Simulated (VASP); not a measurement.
Wanted: the native input for a VASP 6.6.1 run.

* Task: single point
* Functional: PBE
* Potentials or basis: VASP PAW PBE potentials, release 64 (Ta_pv)
* Cutoff: 520 eV
* k mesh: 8 × 8 × 8
* Occupations: gaussian, width 0.05 eV
* Spin: no spin polarisation
* Dipole correction: no
* Further INCAR settings: ALGO = Normal; EDIFF = 1e-06; NBANDS = 12

The structure of Ta lies in POSCAR:

```
Ta
1.0
   -1.6550000000      1.6550000000      1.6550000000
    1.6550000000     -1.6550000000      1.6550000000
    1.6550000000      1.6550000000     -1.6550000000
Ta
1
Direct
    0.0000000000      0.0000000000      0.0000000000
```

These files were run (other wordings do the same):

INCAR

```
SYSTEM = Ta
  PREC = Accurate
  ENCUT = 520
  EDIFF = 1E-6
  ISMEAR = 0
  SIGMA = 0.05
  LREAL = .FALSE.
  LASPH = .TRUE.
  NELM = 100
  ALGO = Normal
  ISIF = 2
  LWAVE = .FALSE.
  LCHARG = .TRUE.
  GGA = PE
  LELF = .TRUE.
  LVHAR = .TRUE.
  NBANDS = 12
```

KPOINTS

```
regular mesh
0
G
  8 8 8
  0 0 0
```

Potentials or basis: VASP PAW PBE potentials, release 64 (Ta_pv).

Launch:

```console
$ cat potpaw_PBE.64/Ta_pv/POTCAR > POTCAR
$ mpirun -np 1 vasp_std > vasp.out
```

It gave:

The pressure is -0.3 GPa.

Wall time 4.2 s on 1 thread of AMD EPYC 9R45 96-Core Processor (Zen 5), with other jobs on the host, peak memory 0.11 GiB.
